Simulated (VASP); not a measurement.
A run of VASP 6.6.1:

Contents of INCAR:

```
PREC = Accurate
ENCUT = 520
EDIFF = 1E-7
ISMEAR = -1
SIGMA = 0.05
LREAL = False
LASPH = True
NELM = 60
ALGO = Normal
ISIF = 2
LWAVE = False
LCHARG = False
GGA = PS
IVDW = 13
NBANDS = 56
```

KPOINTS

```
regular mesh
0
Gamma
  5 5 5
```

POSCAR

```
HfO2
1.0
    5.1518950275      0.0000000000      0.0000000000
    0.0000000000      5.2200433850      0.0000000000
   -0.8643497359      0.0000000000      5.2483970684
Hf O
4 8
Direct
    0.2755000000      0.4603000000      0.7080000000
    0.7245000000      0.9603000000      0.7920000000
    0.7245000000      0.5397000000      0.2920000000
    0.2755000000      0.0397000000      0.2080000000
    0.0742000000      0.1684000000      0.8467000000
    0.9258000000      0.6684000000      0.6533000000
    0.9258000000      0.8316000000      0.1533000000
    0.0742000000      0.3316000000      0.3467000000
    0.4487000000      0.7419000000      0.9801000000
    0.5513000000      0.2419000000      0.5199000000
    0.5513000000      0.2581000000      0.0199000000
    0.4487000000      0.7581000000      0.4801000000
```

Potentials or basis: VASP PAW PBE potentials, release 64 (Hf_pv, O).

Run with:

```sh
$ cat potpaw_PBE.64/Hf_pv/POTCAR potpaw_PBE.64/O/POTCAR > POTCAR
$ mpirun -np 1 vasp_std > vasp.out
```

Hardware: 1 thread of Intel(R) Xeon(R) Platinum 8259CL CPU @ 2.50GHz (Skylake/Cascade Lake), on a shared host.

Task: How long does it take, and how much memory?

Result: Wall time 4.9 min on 1 thread of Intel(R) Xeon(R) Platinum 8259CL CPU @ 2.50GHz (Skylake/Cascade Lake), on a shared host, peak memory 0.38 GiB. Counts: scf iterations 17, k points 39.
